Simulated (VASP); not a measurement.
# ZrC2: single point with PBE

ZrC2:

```
Zr C
1.0
     4.58927    0.00000    0.00000
     0.00000    4.66567    0.00000
     0.00000    0.00000    3.46534
Zr C
2 4
Direct
  0.00000 0.00000 0.83358
  0.50000 0.50000 0.16642
  0.50000 0.14435 0.74101
  0.50000 0.85565 0.74101
  0.00000 0.64435 0.25899
  0.00000 0.35565 0.25899
```

The cell was built from a structure type or drawn by symmetry, and may not be a known phase.

```
Program                : VASP 6.6.1
Task                   : single point
Functional             : PBE
Potentials or basis    : VASP PAW PBE potentials, release 64 (Zr_sv, C)
Cutoff                 : 520 eV
k mesh                 : 8 × 8 × 12
Occupations            : gaussian, width 0.1 eV
Spin                   : no spin polarisation
Dipole correction      : no
Further INCAR settings : ALGO = Normal; EDIFF = 1e-06; NBANDS = 29
```

```yaml
Pressure: 0.3 GPa
Largest_force: 0.083 eV/Å
Band_gap_on_the_k_mesh: zero (bands 20 and 21 overlap by 1.47 eV)
```

Forces in eV/Å, atoms in the order of the input:
```
Zr   0.000  0.000 -0.002
Zr   0.000  0.000  0.002
C    0.000  0.082 -0.003
C    0.000 -0.082 -0.003
C    0.000  0.082  0.003
C    0.000 -0.082  0.003
```

Stress tensor (GPa, compression positive):
```
0.28 0.00 0.00
0.00 0.54 0.00
0.00 0.00 0.06
```

Levels at points of the mesh, in eV from the Fermi level:
```
           k point  band 16  band 17  band 18  band 19  band 20  band 21  band 22  band 23  band 24  band 25
(0.00, 0.00, 0.00)    -3.80    -3.53    -2.86    -2.79    -1.37     0.58     0.79     1.48     1.68     2.36
(0.50, 0.00, 0.00)    -4.87    -3.59    -3.59    -0.66    -0.66     0.58     0.58     0.98     0.98     3.11
(0.00, 0.50, 0.00)    -4.24    -2.73    -2.73    -0.59    -0.59    -0.04    -0.04     2.92     2.92     3.05
(0.50, 0.50, 0.00)    -4.28    -3.12    -3.12    -0.50    -0.50     0.53     0.53     3.12     3.12     3.60
(0.00, 0.00, 0.50)    -3.36    -3.23    -2.80    -2.13    -0.14     0.45     2.21     2.24     2.40     3.35
(0.50, 0.00, 0.50)    -4.76    -3.70    -3.70    -0.02    -0.02     2.37     2.37     2.92     2.92     3.71
(0.00, 0.50, 0.50)    -4.19    -3.82    -3.82    -2.59    -2.59    -0.37    -0.37     3.01     3.01     3.67
(0.50, 0.50, 0.50)    -5.40    -4.64    -4.64    -0.95    -0.95     0.84     0.84     2.74     2.74     3.97
```

Wall time 6.8 min on 1 thread of Intel Xeon 8259CL (shared host), peak memory 0.4 GiB.
